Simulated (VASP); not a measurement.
# In (Im-3m) in VASP: a series of runs

Aim: see how the results for In move with the level of theory and the settings. Levels: RPBE, revPBE, BLYP, r2SCAN, LDA. Tasks: single point, relaxation of cell and atoms.

Program: VASP 6.6.1. These are calculated values, not measurements. Logs are shortened: lines on timing, memory, paths and dates and some standing lists are left out, and cuts for length are marked.

## Step 1: The cell of the first run

The structure is cubic, space group Im-3m (No. 229). Conventional cell: a = 3.878 Å, b = 3.878 Å, c = 3.878 Å, α = 90.00°, β = 90.00°, γ = 90.00°. Within 4.4 Å of In (site symmetry m-3m) lie 14 In at 3.36 to 3.88 Å.

## Step 2: Single point, RPBE

INCAR

```
  PREC = Accurate
  ENCUT = 520
  EDIFF = 1E-6
  ISMEAR = -1
  SIGMA = 0.05
  LREAL = False
  LASPH = True
  NELM = 100
  ALGO = Fast
  ISIF = 2
  LWAVE = False
  LCHARG = False
  GGA = RP
  NBANDS = 12
```

KPOINTS

```
Automatic mesh
0
Gamma
  10 10 10
```

POSCAR

```
In
1.0
   -1.9387895983      1.9387895983      1.9387895983
    1.9387895983     -1.9387895983      1.9387895983
    1.9387895983      1.9387895983     -1.9387895983
In
1
Direct
    0.0000000000      0.0000000000      0.0000000000
```

Potentials or basis: VASP PAW PBE potentials, release 64 (In_d).

The run is started by

```console
$ cat potpaw_PBE.64/In_d/POTCAR > POTCAR
$ mpirun -np 1 vasp_std > vasp.out
```

OUTCAR:

```text
PREC = Accurate
   ENCUT = 520
   EDIFF = 1E-6
   ISMEAR = -1
   LREAL = False
   LASPH = True
   NELM = 100
   ISIF = 2
   GGA = RP

 ion  position               nearest neighbor table
   1  0.000  0.000  0.000-

  LATTYP: Found a body centered cubic cell.
 ALAT       =     3.8775791966

  Lattice vectors:

 A1 = (  -1.9387895983,   1.9387895983,   1.9387895983)
 A2 = (   1.9387895983,  -1.9387895983,   1.9387895983)
 A3 = (   1.9387895983,   1.9387895983,  -1.9387895983)

Analysis of symmetry for initial positions (statically):
=====================================================================
 Subroutine PRICEL returns:
 Original cell was already a primitive cell.

 Routine SETGRP: Setting up the symmetry group for a
 body centered cubic supercell.

 Subroutine GETGRP returns: Found 48 space group operations
 (whereof 48 operations were pure point group operations)
 out of a pool of 48 trial point group operations.

The static configuration has the point symmetry O_h .

Analysis of symmetry for dynamics (positions and initial velocities):
=====================================================================
 Subroutine PRICEL returns:
 Original cell was already a primitive cell.

 Routine SETGRP: Setting up the symmetry group for a
 body centered cubic supercell.

 Subroutine GETGRP returns: Found 48 space group operations
 (whereof 48 operations were pure point group operations)
 out of a pool of 48 trial point group operations.

The dynamic configuration has the point symmetry O_h .

 Subroutine INISYM returns: Found 48 space group operations
 (whereof 48 operations are pure point group operations),
 and found     1 'primitive' translations

----------------------------------------------------------------------------------------

                                     Primitive cell

  volume of cell :      29.1509

  direct lattice vectors                    reciprocal lattice vectors
    -1.938789598  1.938789598  1.938789598     0.000000000  0.257892863  0.257892863
     1.938789598 -1.938789598  1.938789598     0.257892863  0.000000000  0.257892863
     1.938789598  1.938789598 -1.938789598     0.257892863  0.257892863  0.000000000

  length of vectors
     3.358082089  3.358082089  3.358082089     0.364715584  0.364715584  0.364715584

  position of ions in fractional coordinates (direct lattice)
     0.000000000  0.000000000  0.000000000

  ion indices of the primitive-cell ions
   primitive index   ion index
                 1           1

----------------------------------------------------------------------------------------

 KPOINTS: Automatic mesh

Automatic generation of k-mesh.
 Grid dimensions read from file:
 generate k-points for:   10   10   10

 Generating k-lattice:

  Cartesian coordinates                     Fractional coordinates (reciprocal lattice)
     0.000000000  0.025789286  0.025789286     0.100000000  0.000000000  0.000000000
     0.025789286  0.000000000  0.025789286     0.000000000  0.100000000  0.000000000
     0.025789286  0.025789286  0.000000000     0.000000000  0.000000000  0.100000000

  Length of vectors
     0.036471558  0.036471558  0.036471558

  Shift w.r.t. Gamma in fractional coordinates (k-lattice)
     0.000000000  0.000000000  0.000000000

 Subroutine IBZKPT returns following result:
 ===========================================

 Found     47 irreducible k-points:

 Following reciprocal coordinates:
            Coordinates               Weight
  0.000000  0.000000  0.000000      1.000000
  0.100000  0.000000  0.000000     12.000000
  0.200000  0.000000  0.000000     12.000000
  0.300000  0.000000  0.000000     12.000000
  0.400000  0.000000  0.000000     12.000000
  0.500000  0.000000  0.000000      6.000000
[... 16 lines left out ...]
  0.300000  0.300000  0.100000      8.000000
 -0.300000  0.300000  0.100000     24.000000
 [... further k-points ...]
   k-points           NKPTS =     47   k-points in BZ     NKDIM =     47   number of bands    NBANDS=     12
   number of dos      NEDOS =    301   number of ions     NIONS =      1
   total plane-waves  NPLWV =  21952
   dimension x,y,z NGX =    28 NGY =   28 NGZ =   28
   dimension x,y,z NGXF=    56 NGYF=   56 NGZF=   56
   ions per type =               1
   NGX,Y,Z   is equivalent  to a cutoff of  13.86, 13.86, 13.86 a.u.
   NGXF,Y,Z  is equivalent  to a cutoff of  27.72, 27.72, 27.72 a.u.
 SYSTEM =  unknown system
   PREC   = accura    normal or accurate (medium, high low for compatibility)
   ISTART =      0    job   : 0-new  1-cont  2-samecut
   ICHARG =      2    charge: 1-file 2-atom 10-const
   ISPIN  =      1    spin polarized calculation?
   LNONCOLLINEAR =      F non collinear calculations
   LSORBIT =      F    spin-orbit coupling
   LASPH  =      T    aspherical Exc in radial PAW
   ENCUT  =  520.0 eV  38.22 Ry    6.18 a.u.   6.24  6.24  6.24*2*pi/ulx,y,z
   NELM   =    100;   NELMIN=  2; NELMDL= -5     # of ELM steps
   EDIFF  = 0.1E-05   stopping-criterion for ELM
   LREAL  =      F    real-space projection
   EDIFFG = 0.1E-04   stopping-criterion for IOM
   NSW    =      0    number of steps for IOM
   IBRION =     -1    ionic relax: 0-MD 1-quasi-New 2-CG
   NFREE  =      0    steps in history (QN), initial steepest desc. (CG)
   ISIF   =      2    stress and relaxation
   ISYM   =      2    0-nonsym 1-usesym 2-fastsym
   POTIM  = 0.5000    time-step for ionic-motion
   TEBEG  =    0.0;   TEEND  =   0.0 temperature during run
   PSTRESS=    0.0 pullay stress
   NELECT =      13.0000    total number of electrons
   NUPDOWN=      -1.0000    fix difference up-down
   EMIN   =  10.00;   EMAX   =-10.00  energy-range for DOS
   EFERMI =   0.00;   METHOD = LEGACY
   ISMEAR =    -1;   SIGMA  =   0.05  broadening in eV -4-tet -1-fermi 0-gaus
   EFERMI_NEDOS =   21; number of points for ismear=-14 and -15
   IALGO  =     68    algorithm
   IMIX   =      4    mixing-type and parameters
     AMIX     =   0.40;   BMIX     =  1.00
     AMIX_MAG =   1.60;   BMIX_MAG =  1.00
  volume/ion in A,a.u.               =      29.15       196.72
  Fermi-wavevector in a.u.,A,eV,Ry     =   1.250754  2.363583 21.284761  1.564386
  Thomas-Fermi vector in A             =   2.384734
   LORBIT       =      0    0 simple, 1 ext, 2 COOP (PROOUT), +10 PAW based schemes
   GGA     = RP    functional components
   LHFCALC =     F    Hartree Fock is set to
   AEXX    =    0.0000 exact exchange contribution
   IVDW    =     0    specifies the selected vdW correction
   LEPSILON=     F    determine dielectric tensor
   LRPA    =     F    only Hartree local field effects (RPA)
 non-spin polarized calculation
 RMM-DIIS sequential band-by-band and
  energy-cutoff  :      520.00
  volume of cell :       29.15
 maximum number of plane-waves:       802
 NGX is ok and might be reduce to    28
   NGX = 13   NGY = 13   NGZ = 13

 number of electron      13.0000002 magnetization

 Free energy of the ion-electron system (eV)
  ---------------------------------------------------
  ext. energy  EPLUGINS =         0.00000000
  ---------------------------------------------------
  free energy    TOTEN  =        -2.19822711 eV

  energy without entropy =       -2.19352148  energy(sigma->0) =       -2.19587429

 E-fermi :   6.4336     XC(G=0):  -9.6517

 val. band max:        6.4205804183   @ k =  -0.3000   0.5000   0.1000
 cond. band min:       6.4529338113   @ k =  -0.4000   0.4000   0.2000
 fundamental gap:      0.0323533929
 Fermi energy:         6.4336399169

 k-point     1 :       0.0000    0.0000    0.0000
  band No.  band energies     occupation
      1      -8.1404      2.00000
      2      -8.1404      2.00000
      3      -8.1404      2.00000
      4      -7.9327      2.00000
      5      -7.9327      2.00000
      6      -2.3218      2.00000
      7      16.5404      0.00000
      8      16.5404      0.00000
      9      16.5404      0.00000
     10      19.1100      0.00000
     11      19.1100      0.00000
     12      19.1100      0.00000

 k-point     2 :       0.1000    0.0000    0.0000
  band No.  band energies     occupation
      1      -8.1481      2.00000
      2      -8.1326      2.00000
      3      -8.1095      2.00000
      4      -7.9409      2.00000
      5      -7.9332      2.00000
      6      -2.1089      2.00000
      7      14.6721      0.00000
      8      15.6775      0.00000
      9      16.1270      0.00000
     10      17.9155      0.00000
     11      18.2708      0.00000
     12      18.9010      0.00000

 k-point     3 :       0.2000    0.0000    0.0000
  band No.  band energies     occupation
      1      -8.1682      2.00000
      2      -8.1198      2.00000
      3      -8.0273      2.00000
      4      -7.9570      2.00000
      5      -7.9342      2.00000
      6      -1.4648      2.00000
      7      11.4711      0.00000
      8      14.2483      0.00000
      9      15.1644      0.00000
     10      16.9828      0.00000
     11      17.2830      0.00000
     12      19.2952      0.00000
[... 286 lines left out ...]
 k-point    23 :       0.3000    0.3000    0.1000
  band No.  band energies     occupation
      1      -8.1634      2.00000
      2      -8.0117      2.00000
      3      -8.0117      2.00000
      4      -7.9306      2.00000
      5      -7.9306      2.00000
      6       3.7575      2.00000
      7       5.9003      1.99995
      8       5.9003      1.99995
      9       9.7945      0.00000
     10      22.1204      0.00000
     11      22.1204      0.00000
     12      22.1256      0.00000

 k-point    24 :      -0.3000    0.3000    0.1000
  band No.  band energies     occupation
      1      -8.1598      2.00000
      2      -8.1062      2.00000
      3      -7.9853      2.00000
      4      -7.9441      2.00000
      5      -7.9277      2.00000
      6      -0.1693      2.00000
      7       8.5677      0.00000
      8      12.1933      0.00000
      9      13.2933      0.00000
     10      16.7767      0.00000
     11      17.7094      0.00000
     12      18.4902      0.00000

 [... further k-points ...]
[... 5 lines left out ...]
  --------------------------------------------------------------------------------------
  -------------------------------------------------------------------------------------
  Total       -0.0055973     -0.0055973     -0.0055973     -0.0000000     -0.0000000      0.0000000
  in kB       -0.3076343     -0.3076343     -0.3076343     -0.0000000     -0.0000000      0.0000000
  external PRESSURE =      -0.3076343 kB  Pullay stress =       0.0000000 kB

 VOLUME and BASIS-vectors are now :
 -----------------------------------------------------------------------------
  energy-cutoff  :      520.00
  volume of cell :       29.15
      direct lattice vectors                 reciprocal lattice vectors
    -1.938789598  1.938789598  1.938789598     0.000000000  0.257892863  0.257892863
     1.938789598 -1.938789598  1.938789598     0.257892863  0.000000000  0.257892863
     1.938789598  1.938789598 -1.938789598     0.257892863  0.257892863  0.000000000

 POSITION                                       TOTAL-FORCE (eV/Angst)
 -----------------------------------------------------------------------------------
      0.00000      0.00000      0.00000         0.000000     -0.000000      0.000000
 -----------------------------------------------------------------------------------
    total drift:                               -0.000000      0.000000      0.000000

  FREE ENERGIE OF THE ION-ELECTRON SYSTEM (eV)
  ---------------------------------------------------
  free  energy   TOTEN  =        -2.1982271084 eV

  energy  without entropy=       -2.1935214793  energy(sigma->0) =       -2.19587429
```

Run time: 26 s. Hardware: 1 thread of AMD EPYC 7R13 (Zen 3), shared host; peak memory 0.12 GiB.

What came out:

```yaml
Free_energy: -2.1982 eV
Pressure: 0.0 GPa
```

Caveat: the PAW data sets were made with another functional, which shifts forces and pressure a little; spin-orbit coupling is left out, which moves the levels of the heavy elements.

## Step 3: Single point, revPBE

This run uses another cell than the first one, of 28.76 Å³/atom, 0.987 times its volume.

INCAR

```
SYSTEM = In
PREC     = Accurate       ! precision mode
ENCUT    = 520            ! plane-wave cutoff, eV
EDIFF    = 1E-6           ! SCF threshold, eV
ISMEAR   = -1             ! smearing method
SIGMA    = 0.05           ! smearing width, eV
LREAL    = .False.        ! projectors in reciprocal space
LASPH    = .True.         ! aspherical terms in the spheres
NELM     = 80             ! most SCF steps
ALGO     = Fast           ! electronic algorithm
ISIF     = 2              ! what is computed and relaxed
LWAVE    = .False.        ! write WAVECAR
LCHARG   = .False.        ! write CHGCAR
GGA      = RE             ! functional
NBANDS   = 12             ! bands
```

KPOINTS

```
regular mesh
0
Gamma
  10 10 10
  0 0 0
```

POSCAR

```
In
1.0
   -1.9301332616      1.9301332616      1.9301332616
    1.9301332616     -1.9301332616      1.9301332616
    1.9301332616      1.9301332616     -1.9301332616
In
1
Direct
    0.0000000000      0.0000000000      0.0000000000
```

Potentials or basis: VASP PAW PBE potentials, release 64 (In_d).

The run is started by

```console
$ cat potpaw_PBE.64/In_d/POTCAR > POTCAR
$ mpirun -np 1 vasp_std > vasp.out
```

Run time: 23 s. Hardware: 1 thread of AMD EPYC 7R13 (Zen 3), shared host; peak memory 0.12 GiB.

Results (log left out):

* Free energy: -2.2592 eV
* Pressure: 0.0 GPa

Levels at points of the mesh, in eV from the Fermi level:
| k point | band 2 | band 3 | band 4 | band 5 | band 6 | band 7 | band 8 | band 9 | band 10 | band 11 |
| --- | --- | --- | --- | --- | --- | --- | --- | --- | --- | --- |
| (0.00, 0.00, 0.00) | -14.57 | -14.57 | -14.35 | -14.35 | -8.84 | 10.23 | 10.23 | 10.23 | 12.73 | 12.73 |
| (0.50, 0.00, 0.00) | -14.59 | -14.36 | -14.36 | -14.22 | -3.83 | -2.75 | 5.59 | 7.05 | 9.52 | 9.65 |
| (0.50, 0.50, 0.50) | -14.64 | -14.25 | -14.25 | -14.25 | 0.50 | 1.34 | 1.34 | 1.34 | 5.15 | 5.15 |

Caveat: the PAW data sets were made with another functional, which shifts forces and pressure a little; spin-orbit coupling is left out, which moves the levels of the heavy elements.

## Step 4: Single point, BLYP

This run uses another cell than the first one, of 31.40 Å³/atom, 1.077 times its volume.

INCAR

```
PREC     = Accurate       # precision mode
ENCUT    = 520            # plane-wave cutoff, eV
EDIFF    = 1E-6           # SCF threshold, eV
ISMEAR   = -1             # smearing method
SIGMA    = 0.05           # smearing width, eV
LREAL    = F              # projectors in reciprocal space
LASPH    = T              # aspherical terms in the spheres
NELM     = 80             # most SCF steps
ALGO     = Fast           # electronic algorithm
ISIF     = 2              # what is computed and relaxed
LWAVE    = F              # write WAVECAR
LCHARG   = F              # write CHGCAR
GGA      = B5             # functional
ALDAX    = 1.0          
AGGAX    = 1.0          
AGGAC    = 1.0          
ALDAC    = 0.0          
NBANDS   = 12             # bands
```

KPOINTS

```
Automatic mesh
0
Gamma
  10 10 10
```

POSCAR

```
In
1.0
   -1.9875027206      1.9875027206      1.9875027206
    1.9875027206     -1.9875027206      1.9875027206
    1.9875027206      1.9875027206     -1.9875027206
In
1
Direct
    0.0000000000      0.0000000000      0.0000000000
```

The run is started by

```console
$ cat potpaw_PBE.64/In_d/POTCAR > POTCAR
$ mpirun -np 1 vasp_std > vasp.out
```

It took 38 s on 1 thread of AMD EPYC 7R13 (Zen 3), shared host; peak memory 0.12 GiB.

It converged, with:

```
Free energy : -1.8700 eV
Pressure    : 0.0 GPa
```

Levels at points of the mesh, in eV from the Fermi level:
```csv
k point,band 3,band 4,band 5,band 6,band 7,band 8,band 9,band 10
"(0.00, 0.00, 0.00)",-14.49,-14.32,-14.32,-8.31,9.03,9.03,9.03,12.83
"(0.50, 0.00, 0.00)",-14.33,-14.32,-14.21,-3.97,-2.30,5.03,6.70,9.19
"(0.50, 0.50, 0.50)",-14.24,-14.24,-14.24,-0.37,1.30,1.30,1.30,5.45
```

Caveat: the PAW data sets were made with another functional, which shifts forces and pressure a little; spin-orbit coupling is left out, which moves the levels of the heavy elements.

(Part 1 of 2 ends here.)
